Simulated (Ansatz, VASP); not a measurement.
# Two plane-wave programs on AlO2

```
Al O
1.0
     1.47821   -5.30621    0.00000
     1.47821    5.30621    0.00000
     0.00000    0.00000    3.63534
Al O
2 4
Direct
  0.33237 0.66763 0.25000
  0.66763 0.33237 0.75000
  0.70479 0.29521 0.25000
  0.29521 0.70479 0.75000
  0.94094 0.05906 0.25000
  0.05906 0.94094 0.75000
```

Alike in both runs: task single point; functional PBE; dispersion D3(BJ); k mesh 12 × 12 × 10; occupations gaussian, width 0.15 eV; collinear spin.

|  | VASP | Ansatz |
| --- | --- | --- |
| version | VASP 6.6.1 | Ansatz 0.2.0 |
| potentials or method | VASP PAW PBE potentials, release 64 (Al, O), cutoff 600 eV | scalar-relativistic, plane waves, PAW |
| valence electrons in the cell | 30 | 30 |

Ansatz gave:

| Quantity | Value |
| --- | --- |
| gap on the k mesh at the Fermi level (eV) | none |
| pressure (GPa) | 0.0 |
| traceless stress, the component that is largest in VASP (GPa) | 0.02 |
| rms of the force components (eV/Å) | 0.006 |
| net moment per atom (μB) | 0.31 |
| size of the moment on the site where the two differ most (μB) | 0.72 |

What did VASP give for the same quantities?

gap on the k mesh at the Fermi level (eV): none; pressure (GPa): -0.4; traceless stress, the component that is largest in VASP (GPa): -0.12; rms of the force components (eV/Å): 0.009; net moment per atom (μB): 0.31; size of the moment on the site where the two differ most (μB): 0.71.

Site moments also hang on the region over which each program counts them. Atom by atom the forces differ by 0.004 eV/Å (rms over components). A gap of «none» marks a metal or a gap that the smearing closes.
